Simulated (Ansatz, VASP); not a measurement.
One calculation of Ba, two programs

The input INCAR:

```
SYSTEM = Ba
PREC = Accurate
ENCUT = 520
EDIFF = 1E-7
ISMEAR = 0
SIGMA = 0.1
LREAL = .FALSE.
LASPH = .TRUE.
NELM = 100
ALGO = Normal
ISIF = 2
LWAVE = .FALSE.
LCHARG = .TRUE.
GGA = PE
LELF = .TRUE.
LVHAR = .TRUE.
NBANDS = 11
```

KPOINTS

```
regular mesh
0
G
  8 8 8
  0 0 0
```

File POSCAR:

```
Ba
1.0
   -2.4726242250      2.4726242250      2.4726242250
    2.4726242250     -2.4726242250      2.4726242250
    2.4726242250      2.4726242250     -2.4726242250
Ba
1
Direct
    0.0000000000      0.0000000000      0.0000000000
```

File input.yaml:

```yaml
crystal:
  lattice:
    - [-2.472624225, 2.472624225, 2.472624225]
    - [2.472624225, -2.472624225, 2.472624225]
    - [2.472624225, 2.472624225, -2.472624225]
  atoms:
    - { symbol: Ba, position: [0.0, 0.0, 0.0] }
kpoints:
  mp_grid: { grid: [8, 8, 8] }
scf:
  occupations: { method: gaussian, width: 0.1 }
hamiltonian:
  xc: pbe
  pseudopotentials: { kind: all_electron, lapw: { basis_error: 0.001 } }
output:
  forces: true
  stress: true
  eigenvalues: true
```

Change from the starting cell: volume scaled by 0.96.

Alike in both runs: task single point; functional PBE; k mesh 8 × 8 × 8; occupations gaussian, width 0.1 eV; no spin polarisation.

```csv
,VASP,Ansatz
version,VASP 6.6.1,Ansatz 0.2.0
potentials or method,"VASP PAW PBE potentials, release 64 (Ba_sv), cutoff 520 eV","all-electron LAPW, scalar-relativistic"
```

```csv
,VASP,Ansatz,Ansatz less VASP
gap on the k mesh at the Fermi level (eV),none,none,-
pressure (GPa),0.4,0.4,-0.06
```

A gap of «none» marks a metal or a gap that the smearing closes. Ansatz ran all-electron here, and VASP with PAW potentials.

Neither program's run includes spin-orbit coupling.
